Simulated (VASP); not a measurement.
Write the native input for VASP 6.6.1 that does the following.

- Task: single point
- Functional: LDA
- Potentials or basis: VASP PAW LDA potentials, release 64 (Zn)
- Cutoff: 520 eV
- k mesh: 22 × 22 × 22
- Occupations: gaussian, width 0.15 eV
- Spin: no spin polarisation
- Dipole correction: no
- Further INCAR settings: ALGO = Fast; EDIFF = 1e-06; NBANDS = 12

The structure of Zn lies in POSCAR:

```
Zn
1.0
   -0.9234233149      1.6102056815      1.6102056815
    1.6102056815     -0.9234233149      1.6102056815
    1.6102056815      1.6102056815     -0.9234233149
Zn
1
Direct
    0.0000000000      0.0000000000      0.0000000000
```

These files were run (other wordings do the same):

INCAR

```
SYSTEM = Zn
ALGO = Fast
EDIFF = 1E-6
ENCUT = 520
ISIF = 2
ISMEAR = 0
LASPH = .True.
LCHARG = .False.
LREAL = .False.
LWAVE = .False.
NBANDS = 12
NELM = 100
PREC = Accurate
SIGMA = 0.15
```

KPOINTS

```
k-points
0
Gamma
  22 22 22
  0 0 0
```

Potentials or basis: VASP PAW LDA potentials, release 64 (Zn).

Run with:

```sh
$ cat potpaw_LDA.64/Zn/POTCAR > POTCAR
$ mpirun -np 1 vasp_std > vasp.out
```

It gave:

```
Pressure               : 7.6 GPa
Band gap on the k mesh : zero (band 6 reaches 8.48 eV, above the bottom of band 7 at 0.17 eV)
```

It took 40 s on 1 thread of Intel(R) Xeon(R) 6975P-C (Granite Rapids), on a shared host, peak memory 0.26 GiB.
